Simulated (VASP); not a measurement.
# BaTiO3 (Amm2) in VASP: further runs

The runs below take BaTiO3 through single point, with PBE+U.

All numbers are computed with VASP 6.6.1; they aren't measurements. Logs are shortened: lines on timing, memory, paths and dates and some standing lists are left out, and cuts for length are marked.

**1. The cell of the first run**

Symmetry: Amm2, No. 38, orthorhombic system. The conventional cell has a = 4.008 Å, b = 5.689 Å, c = 5.772 Å, α = 90.00°, β = 90.00°, γ = 90.00°. Ba (site symmetry mm2) has 12 O at 2.79 to 2.98 Å and 8 Ti at 3.46 to 3.57 Å within 3.7 Å. Ti (site symmetry mm2) has 6 O at 1.88 to 2.18 Å within 2.5 Å. O (site symmetry mm2) has 2 Ti at 2.01 Å within 2.7 Å. O (site symmetry m) has 2 Ti at 1.88 to 2.18 Å within 2.5 Å.

**2. Single point, PBE+U (strain -0.0100 x Voigt [0, 1, 0, 0, 0, 0])**

The input, INCAR:

```
SYSTEM = BaTiO3
PREC     = Accurate       ! precision mode
ENCUT    = 520            ! plane-wave cutoff, eV
EDIFF    = 1E-6           ! SCF threshold, eV
ISMEAR   = 0              ! smearing method
SIGMA    = 0.05           ! smearing width, eV
LREAL    = .False.        ! projectors in reciprocal space
LASPH    = .True.         ! aspherical terms in the spheres
NELM     = 150            ! most SCF steps
ALGO     = Normal         ! electronic algorithm
ISIF     = 2              ! what is computed and relaxed
LWAVE    = .False.        ! write WAVECAR
LCHARG   = .True.         ! write CHGCAR
LMAXMIX  = 4              ! l up to which the mixer works
LDAU     = .True.         ! DFT+U
LDAUTYPE = 2            
LDAUL    = -1 2 -1        ! shell
LDAUU    = 0 4 0          ! U, eV
LDAUJ    = 0 0 0        
LDAUPRINT= 1            
GGA      = PE             ! functional
LELF     = .True.         ! ELF
LVHAR    = .True.       
NBANDS   = 28             ! bands
```

The input, KPOINTS:

```
Automatic mesh
0
Gamma
  6 6 6
  0 0 0
```

The input, POSCAR:

```
BaTiO3
1.0
    4.0082194746      0.0000000000      0.0000000000
    0.0000000000      2.8445486574      2.8859183788
    0.0000000000     -2.8445486574      2.8859183788
Ba Ti O
1 1 3
Direct
    0.0000000000      0.0080771845      0.0080771845
    0.5000000000      0.5197092871      0.5197092871
    0.0000000000      0.4916268390      0.4916268390
    0.5000000000      0.4938075372      0.9829991522
    0.5000000000      0.9829991522      0.4938075372
```

Potentials or basis: VASP PAW PBE potentials, release 64 (Ba_sv, Ti_sv, O).

The run is started by

```console
> cat potpaw_PBE.64/Ba_sv/POTCAR potpaw_PBE.64/Ti_sv/POTCAR potpaw_PBE.64/O/POTCAR > POTCAR
> mpirun -np 1 vasp_std > vasp.out
```

OUTCAR:

```text
SYSTEM = BaTiO3
   PREC = Accurate
   ENCUT = 520
   EDIFF = 1E-6
   ISMEAR = 0
   LREAL = .False.
   LASPH = .True.
   NELM = 150
   ISIF = 2
   GGA = PE

 ion  position               nearest neighbor table
   1  0.000  0.008  0.008-   3 2.79   4 2.81   5 2.81   4 2.81   5 2.81   3 2.85   3 2.85   5 2.89
                             4 2.89   5 2.89   4 2.89   3 2.98   2 3.46   2 3.46   2 3.48   2 3.48
   2  0.500  0.520  0.520-   4 1.88   5 1.88   3 2.01   3 2.01   5 2.18   4 2.18   1 3.46   1 3.46
                             1 3.48   1 3.48   1 3.48   1 3.48   1 3.57   1 3.57
   3  0.000  0.492  0.492-   2 2.01   2 2.01   1 2.79   1 2.85   1 2.85   1 2.98
   4  0.500  0.494  0.983-   2 1.88   2 2.18   1 2.81   1 2.81   1 2.89   1 2.89
   5  0.500  0.983  0.494-   2 1.88   2 2.18   1 2.81   1 2.81   1 2.89   1 2.89

  LATTYP: Found a base centered orthorhombic cell.
 ALAT       =     5.6890973148
 B/A-ratio  =     1.0145435098
 C/A-ratio  =     0.7045440169

  Lattice vectors:

 A1 = (   0.0000000000,   2.8445486574,  -2.8859183788)
 A2 = (   0.0000000000,   2.8445486574,   2.8859183788)
 A3 = (   4.0082194746,   0.0000000000,   0.0000000000)

Analysis of symmetry for initial positions (statically):
=====================================================================
 Subroutine PRICEL returns:
 Original cell was already a primitive cell.

 Routine SETGRP: Setting up the symmetry group for a
 base centered orthorhombic supercell.

 Subroutine GETGRP returns: Found  4 space group operations
 (whereof  4 operations were pure point group operations)
 out of a pool of  8 trial point group operations.

The static configuration has the point symmetry C_2v.

Analysis of symmetry for dynamics (positions and initial velocities):
=====================================================================
 Subroutine PRICEL returns:
 Original cell was already a primitive cell.

 Routine SETGRP: Setting up the symmetry group for a
 base centered orthorhombic supercell.

 Subroutine GETGRP returns: Found  4 space group operations
 (whereof  4 operations were pure point group operations)
 out of a pool of  8 trial point group operations.

The dynamic configuration has the point symmetry C_2v.

 Subroutine INISYM returns: Found  4 space group operations
 (whereof  4 operations are pure point group operations),
 and found     1 'primitive' translations

----------------------------------------------------------------------------------------

                                     Primitive cell

  volume of cell :      65.8080

  direct lattice vectors                    reciprocal lattice vectors
     4.008219475  0.000000000  0.000000000     0.249487336  0.000000000  0.000000000
     0.000000000  2.844548657  2.885918379     0.000000000  0.175774810  0.173255073
     0.000000000 -2.844548657  2.885918379     0.000000000 -0.175774810  0.173255073

  length of vectors
     4.008219475  4.052157691  4.052157691     0.249487336  0.246807829  0.246807829

  position of ions in fractional coordinates (direct lattice)
     0.000000000  0.008077185  0.008077185
     0.500000000  0.519709287  0.519709287
     0.000000000  0.491626839  0.491626839
     0.500000000  0.493807537  0.982999152
     0.500000000  0.982999152  0.493807537

  ion indices of the primitive-cell ions
   primitive index   ion index
                 1           1
                 2           2
                 3           3
                 4           4
                 5           5

----------------------------------------------------------------------------------------
[... 59 lines left out ...]
   NGXF,Y,Z  is equivalent  to a cutoff of  24.89, 24.62, 24.62 a.u.
 SYSTEM =  BaTiO3
   PREC   = accura    normal or accurate (medium, high low for compatibility)
   ISTART =      0    job   : 0-new  1-cont  2-samecut
   ICHARG =      2    charge: 1-file 2-atom 10-const
   ISPIN  =      1    spin polarized calculation?
   LNONCOLLINEAR =      F non collinear calculations
   LSORBIT =      F    spin-orbit coupling
   LASPH  =      T    aspherical Exc in radial PAW
   ENCUT  =  520.0 eV  38.22 Ry    6.18 a.u.   7.45  7.53  7.53*2*pi/ulx,y,z
   NELM   =    150;   NELMIN=  2; NELMDL= -5     # of ELM steps
   EDIFF  = 0.1E-05   stopping-criterion for ELM
   LREAL  =      F    real-space projection
   EDIFFG = 0.1E-04   stopping-criterion for IOM
   NSW    =      0    number of steps for IOM
   IBRION =     -1    ionic relax: 0-MD 1-quasi-New 2-CG
   NFREE  =      0    steps in history (QN), initial steepest desc. (CG)
   ISIF   =      2    stress and relaxation
   ISYM   =      2    0-nonsym 1-usesym 2-fastsym
   POTIM  = 0.5000    time-step for ionic-motion
   TEBEG  =    0.0;   TEEND  =   0.0 temperature during run
   PSTRESS=    0.0 pullay stress
   NELECT =      40.0000    total number of electrons
   NUPDOWN=      -1.0000    fix difference up-down
   EMIN   =  10.00;   EMAX   =-10.00  energy-range for DOS
   EFERMI =   0.00;   METHOD = LEGACY
   ISMEAR =     0;   SIGMA  =   0.05  broadening in eV -4-tet -1-fermi 0-gaus
   EFERMI_NEDOS =   21; number of points for ismear=-14 and -15
   IALGO  =     38    algorithm
   IMIX   =      4    mixing-type and parameters
     AMIX     =   0.40;   BMIX     =  1.00
     AMIX_MAG =   1.60;   BMIX_MAG =  1.00
  volume/ion in A,a.u.               =      13.16        88.82
  Fermi-wavevector in a.u.,A,eV,Ry     =   1.386762  2.620600 26.165476  1.923108
  Thomas-Fermi vector in A             =   2.511047
   LORBIT       =      0    0 simple, 1 ext, 2 COOP (PROOUT), +10 PAW based schemes
 LDA+U is selected, type is set to LDAUTYPE =  2
   angular momentum for each species LDAUL =    -1    2   -1
   U (eV)           for each species LDAUU =   0.0  4.0  0.0
   J (eV)           for each species LDAUJ =   0.0  0.0  0.0
   GGA     = PE    functional components
   LHFCALC =     F    Hartree Fock is set to
   AEXX    =    0.0000 exact exchange contribution
   IVDW    =     0    specifies the selected vdW correction
   LEPSILON=     F    determine dielectric tensor
   LRPA    =     F    only Hartree local field effects (RPA)
 non-spin polarized calculation
 Gauss-broadening in eV      SIGMA  =   0.05
  energy-cutoff  :      520.00
  volume of cell :       65.81
 maximum number of plane-waves:      1805
 NGX is ok and might be reduce to    30
   NGX = 15   NGY = 15   NGZ = 15

atom =   2  type =  2  l = 2

 onsite density matrix

spin component  1

  0.1087  0.0000  0.0000  0.0000  0.0000
  0.0000  0.2470  0.0000  0.0000  0.0000
  0.0000  0.0000  0.1381  0.0000 -0.0488
  0.0000  0.0000  0.0000  0.1069  0.0000
  0.0000  0.0000 -0.0488  0.0000  0.2113

spin component  2

  0.1087  0.0000  0.0000  0.0000  0.0000
  0.0000  0.2470  0.0000  0.0000  0.0000
  0.0000  0.0000  0.1381  0.0000 -0.0488
  0.0000  0.0000  0.0000  0.1069  0.0000
  0.0000  0.0000 -0.0488  0.0000  0.2113

 occupancies and eigenvectors

  o =  0.1069  v =  0.0000  0.0000  0.0000  1.0000  0.0000  0.0000  0.0000  0.0000  0.0000  0.0000      0.0000  0.0000  0.0000  0.0000  0.0000  0.0000  0.0000  0.0000  0.0000  0.0000
  o =  0.1069  v =  0.0000  0.0000  0.0000  0.0000  0.0000  0.0000  0.0000  0.0000  1.0000  0.0000      0.0000  0.0000  0.0000  0.0000  0.0000  0.0000  0.0000  0.0000  0.0000  0.0000
  o =  0.1087  v =  1.0000  0.0000  0.0000  0.0000  0.0000  0.0000  0.0000  0.0000  0.0000  0.0000      0.0000  0.0000  0.0000  0.0000  0.0000  0.0000  0.0000  0.0000  0.0000  0.0000
  o =  0.1087  v =  0.0000  0.0000  0.0000  0.0000  0.0000  1.0000  0.0000  0.0000  0.0000  0.0000      0.0000  0.0000  0.0000  0.0000  0.0000  0.0000  0.0000  0.0000  0.0000  0.0000
  o =  0.1137  v =  0.0000  0.0000 -0.8944  0.0000 -0.4474  0.0000  0.0000  0.0000  0.0000  0.0000      0.0000  0.0000  0.0000  0.0000  0.0000  0.0000  0.0000  0.0000  0.0000  0.0000
  o =  0.1137  v =  0.0000  0.0000  0.0000  0.0000  0.0000  0.0000  0.0000 -0.8944  0.0000 -0.4474      0.0000  0.0000  0.0000  0.0000  0.0000  0.0000  0.0000  0.0000  0.0000  0.0000
  o =  0.2357  v =  0.0000  0.0000  0.0000  0.0000  0.0000  0.0000  0.0000 -0.4474  0.0000  0.8944      0.0000  0.0000  0.0000  0.0000  0.0000  0.0000  0.0000  0.0000  0.0000  0.0000
  o =  0.2357  v =  0.0000  0.0000 -0.4474  0.0000  0.8944  0.0000  0.0000  0.0000  0.0000  0.0000      0.0000  0.0000  0.0000  0.0000  0.0000  0.0000  0.0000  0.0000  0.0000  0.0000
  o =  0.2470  v =  0.0000  0.0000  0.0000  0.0000  0.0000  0.0000  1.0000  0.0000  0.0000  0.0000      0.0000  0.0000  0.0000  0.0000  0.0000  0.0000  0.0000  0.0000  0.0000  0.0000
  o =  0.2470  v =  0.0000  1.0000  0.0000  0.0000  0.0000  0.0000  0.0000  0.0000  0.0000  0.0000      0.0000  0.0000  0.0000  0.0000  0.0000  0.0000  0.0000  0.0000  0.0000  0.0000

 number of electron      39.9999993 magnetization

 Free energy of the ion-electron system (eV)
  ---------------------------------------------------
  ext. energy  EPLUGINS =         0.00000000
  ---------------------------------------------------
  free energy    TOTEN  =       -37.28496643 eV

  energy without entropy =      -37.28496643  energy(sigma->0) =      -37.28496643

 E-fermi :   4.0006     XC(G=0): -11.1158

 val. band max:        3.7566322586   @ k =   0.5000   0.5000   0.5000
 cond. band min:       6.2678768876   @ k =   0.0000   0.0000   0.0000
 fundamental gap:      2.5112446291
 Fermi energy:         4.0006045773

 k-point     1 :       0.0000    0.0000    0.0000
  band No.  band energies     occupation
      1     -53.8193      2.00000
      2     -30.0161      2.00000
      3     -30.0156      2.00000
      4     -29.9725      2.00000
      5     -21.1442      2.00000
      6     -13.1196      2.00000
[... 733 lines left out ...]
     27      11.8108      0.00000
     28      12.2048      0.00000

 [... further k-points ...]

------------------------ aborting loop because EDIFF is reached ----------------------------------------

  FORCE on cell =-STRESS in cart. coord.  units (eV):
  Direction    XX          YY          ZZ          XY          YZ          ZX
  --------------------------------------------------------------------------------------
  -------------------------------------------------------------------------------------
  Total        1.7945991      2.9308885      1.7909198      0.0000000      0.0000000      0.0000000
  in kB       43.6917193     71.3560783     43.6021404      0.0000000      0.0000000      0.0000000
  external PRESSURE =      52.8833127 kB  Pullay stress =       0.0000000 kB

 VOLUME and BASIS-vectors are now :
 -----------------------------------------------------------------------------
  energy-cutoff  :      520.00
  volume of cell :       65.81
      direct lattice vectors                 reciprocal lattice vectors
     4.008219475  0.000000000  0.000000000     0.249487336  0.000000000  0.000000000
     0.000000000  2.844548657  2.885918379     0.000000000  0.175774810  0.173255073
     0.000000000 -2.844548657  2.885918379     0.000000000 -0.175774810  0.173255073

 POSITION                                       TOTAL-FORCE (eV/Angst)
 -----------------------------------------------------------------------------------
      0.00000      0.00000      0.04662         0.000000      0.000000     -0.050727
      2.00411      0.00000      2.99968         0.000000      0.000000     -0.718852
      0.00000      0.00000      2.83759         0.000000      0.000000      0.006716
      2.00411     -1.39153      4.26194         0.000000     -0.414808      0.381431
      2.00411      1.39153      4.26194         0.000000      0.414808      0.381431
 -----------------------------------------------------------------------------------
    total drift:                                0.000000      0.000001     -0.000523

  FREE ENERGIE OF THE ION-ELECTRON SYSTEM (eV)
  ---------------------------------------------------
  free  energy   TOTEN  =       -37.2849664346 eV

  energy  without entropy=      -37.2849664346  energy(sigma->0) =      -37.28496643
```

It took 43 s on 1 thread of AMD EPYC 9R45 (Zen 5), shared host; peak memory 0.2 GiB.

Results:

| Quantity | Value |
| --- | --- |
| Free energy | -37.2850 eV |
| Pressure | 5.3 GPa |
| Largest force | 0.719 eV/Å |
| Band gap on the k mesh | 2.51 eV, indirect (least direct gap 2.89 eV) |

Forces in eV/Å, atoms in the order of the input:
```
Ba   0.000  0.000 -0.051
Ti   0.000  0.000 -0.719
O    0.000  0.000  0.007
O    0.000 -0.415  0.381
O    0.000  0.415  0.381
```

Eigenvalues of the final occupation matrices:
```
    site  spin  trace               eigenvalues
site 2 d     1   0.81  0.11 0.11 0.11 0.24 0.25
site 2 d     2   0.81  0.11 0.11 0.11 0.24 0.25
```

Caveat: the cell differs from its parent crystal (strain -0.0100 x Voigt [0, 1, 0, 0, 0, 0]); spin-orbit coupling is left out, which moves the levels of the heavy elements.

**3. Single point, PBE+U (strain +0.0100 x Voigt [0, 1, 0, 0, 0, 0])**

The input, INCAR:

```
SYSTEM = BaTiO3
PREC = Accurate
ENCUT = 520
EDIFF = 1E-6
ISMEAR = 0
SIGMA = 0.05
LREAL = .False.
LASPH = .True.
NELM = 150
ALGO = Normal
ISIF = 2
LWAVE = .False.
LCHARG = .True.
LMAXMIX = 4
LDAU = .True.
LDAUTYPE = 2
LDAUL = -1 2 -1
LDAUU = 0 4 0
LDAUJ = 0 0 0
LDAUPRINT = 1
GGA = PE
LELF = .True.
LVHAR = .True.
NBANDS = 28
```

The input, KPOINTS:

```
regular mesh
0
Gamma
  6 6 6
  0 0 0
```

POSCAR: that of step 2 with these lines changed.

```diff
@@ -3,4 +3,4 @@
     4.0082194746      0.0000000000      0.0000000000
-    0.0000000000      2.8445486574      2.8859183788
-    0.0000000000     -2.8445486574      2.8859183788
+    0.0000000000      2.9020142868      2.8859183788
+    0.0000000000     -2.9020142868      2.8859183788
 Ba Ti O
```

Potentials or basis: VASP PAW PBE potentials, release 64 (Ba_sv, Ti_sv, O).

The run is started by

```console
> cat potpaw_PBE.64/Ba_sv/POTCAR potpaw_PBE.64/Ti_sv/POTCAR potpaw_PBE.64/O/POTCAR > POTCAR
> mpirun -np 1 vasp_std > vasp.out
```

Run time: 46 s. Hardware: 1 thread of AMD EPYC 9R45 (Zen 5), shared host; peak memory 0.21 GiB.

The run converged. Its results:

```
Free energy            : -37.3178 eV
Pressure               : 1.8 GPa
Largest force          : 0.458 eV/Å
Band gap on the k mesh : 2.47 eV, indirect (least direct gap 2.93 eV)
```

Forces on the atoms (eV/Å):
```
Ba   0.000  0.000 -0.039
Ti   0.000  0.000 -0.458
O    0.000  0.000  0.017
O    0.000 -0.202  0.239
O    0.000  0.202  0.239
```

Stress tensor (GPa, compression positive):
```
2.27 0.00 0.00
0.00 0.66 0.00
0.00 0.00 2.57
```

Levels at points of the mesh, in eV from the valence-band top:
```
           k point  band 17  band 18  band 19  band 20  band 21  band 22  band 23  band 24
(0.00, 0.00, 0.00)    -1.10    -0.47    -0.47    -0.46     2.47     2.56     2.62     4.03
(0.50, 0.00, 0.00)    -1.66    -1.54    -1.09    -1.08     2.76     3.87     3.98     4.02
(0.00, 0.50, 0.00)    -1.73    -1.63    -0.95    -0.83     2.65     3.87     3.87     4.02
(0.50, 0.50, 0.00)    -1.87    -0.96    -0.93    -0.09     3.90     3.97     4.31     4.47
(0.00, 0.50, 0.50)    -1.82    -0.98    -0.95    -0.24     3.90     3.90     4.21     4.75
(0.50, 0.50, 0.50)    -2.30    -0.16    -0.04     0.00     4.42     4.43     4.56     6.25
```

Eigenvalues of the final occupation matrices:
```
    site  spin  trace               eigenvalues
site 2 d     1   0.80  0.11 0.11 0.11 0.23 0.24
site 2 d     2   0.80  0.11 0.11 0.11 0.23 0.24
```

Caveat: the cell differs from its parent crystal (strain +0.0100 x Voigt [0, 1, 0, 0, 0, 0]); spin-orbit coupling is left out, which moves the levels of the heavy elements. A k mesh can miss the band edges.
